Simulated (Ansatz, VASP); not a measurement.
## One calculation of Ta2C, two programs

File INCAR:

```
PREC = Accurate
ENCUT = 520
EDIFF = 1E-6
ISMEAR = 0
SIGMA = 0.15
LREAL = False
LASPH = True
NELM = 100
ALGO = Normal
ISIF = 2
LWAVE = False
LCHARG = False
GGA = PS
NBANDS = 20
```

KPOINTS

```
Automatic mesh
0
Gamma
  18 18 10
```

File POSCAR:

```
Ta2C
1.0
    3.0179181868      0.0000000000      0.0000000000
   -1.5089590934      2.6135938163      0.0000000000
    0.0000000000      0.0000000000      4.9210802796
Ta C
2 1
Direct
    0.3333333333      0.6666666667      0.2528761934
    0.6666666667      0.3333333333      0.7471238066
    0.0000000000      0.0000000000      0.0000000000
```

Input for Ansatz:

```yaml
crystal:
  lattice:
    - [3.0179181868, 0.0, 0.0]
    - [-1.5089590934, 2.6135938163, 0.0]
    - [0.0, 0.0, 4.9210802796]
  atoms:
    - { symbol: Ta, position: [0.3333333333, 0.6666666667, 0.2528761934] }
    - { symbol: Ta, position: [0.6666666667, 0.3333333333, 0.7471238066] }
    - { symbol: C, position: [0.0, 0.0, 0.0] }
basis:
  ecutwfc: 420
kpoints:
  mp_grid: { grid: [18, 18, 10] }
hamiltonian:
  xc: pbesol
scf:
  occupations: { method: gaussian, width: 0.15 }
output:
  forces: true
  stress: true
  eigenvalues: true
```

Change from the starting cell: strain -0.025 along x and y, +0.000 along z, atoms carried along.

Alike in both runs: task single point; functional PBEsol; k mesh 18 × 18 × 10; occupations gaussian, width 0.15 eV; no spin polarisation.

|  | VASP | Ansatz |
| --- | --- | --- |
| version | VASP 6.6.1 | Ansatz 0.2.0 |
| potentials or method | VASP PAW PBE potentials, release 64 (Ta_pv, C), cutoff 520 eV | scalar-relativistic, plane waves, PAW |
| valence electrons in the cell | 26 | 30 |

|  | VASP | Ansatz | Ansatz less VASP |
| --- | --- | --- | --- |
| gap on the k mesh at the Fermi level (eV) | none | none | - |
| pressure (GPa) | 16.9 | 16.2 | -0.68 |
| traceless stress, the component that is largest in VASP (GPa) | -6.49 | -6.47 | +0.020 |
| rms of the force components (eV/Å) | 0.225 | 0.199 | -0.0258 |

VASP's potentials were made for PBE, not for PBEsol. Atom by atom the forces differ by 0.026 eV/Å (rms over components). A gap of «none» marks a metal or a gap that the smearing closes. The functional is the same, so the differences come from potentials, cutoffs and numerics. VASP's potentials hold 26 valence electrons a cell and Ansatz's 30, so a difference there can come from the potentials and not from the codes.

Spin-orbit coupling is off throughout.
